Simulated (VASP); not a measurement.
Crystal: CuI.

```
CELL_PARAMETERS angstrom
4.28719 0.00000 0.00000
2.14359 3.71281 0.00000
2.14359 1.23760 3.50047
ATOMIC_POSITIONS crystal
Cu 0.25000 0.25000 0.25000
I 0.00000 0.00000 0.00000
```

```yaml
Program: VASP 6.6.1
Task: relaxation of cell and atoms
Functional: PBEsol
Potentials_or_basis: VASP PAW PBE potentials, release 64 (Cu, I)
Cutoff: 600 eV
k_mesh: 6 × 6 × 6
Occupations: gaussian, width 0.01 eV
Spin: no spin polarisation
```

At the start: pressure -2.5 GPa; volume 27.86 Å³/atom.

Where does the relaxation end?

Over 3 steps the energy falls by 13.1 meV/atom and the volume is 26.27 Å³/atom (-5.7 %); space group F-43m (No. 216, to 0.1 Å) before and after.

Step by step:
```tsv
step	energy change (eV)	largest force (eV/Å)	pressure (GPa)	volume (Å³)
1	0.0000	0.0000	-2.47	55.72
2	-0.0260	0.0000	0.21	52.33
3	-0.0261	0.0000	-0.01	52.54
```

Final structure:
```xyz
2
Lattice="4.2042 0.0000 0.0000 2.1021 3.6409 0.0000 2.1021 1.2136 3.4327" Properties=species:S:1:pos:R:3 pbc="T T T"
Cu    2.1021    1.2136    0.8582
I     0.0000    0.0000    0.0000
```

Caveat: the PAW data sets were made with another functional, which shifts forces and pressure a little.
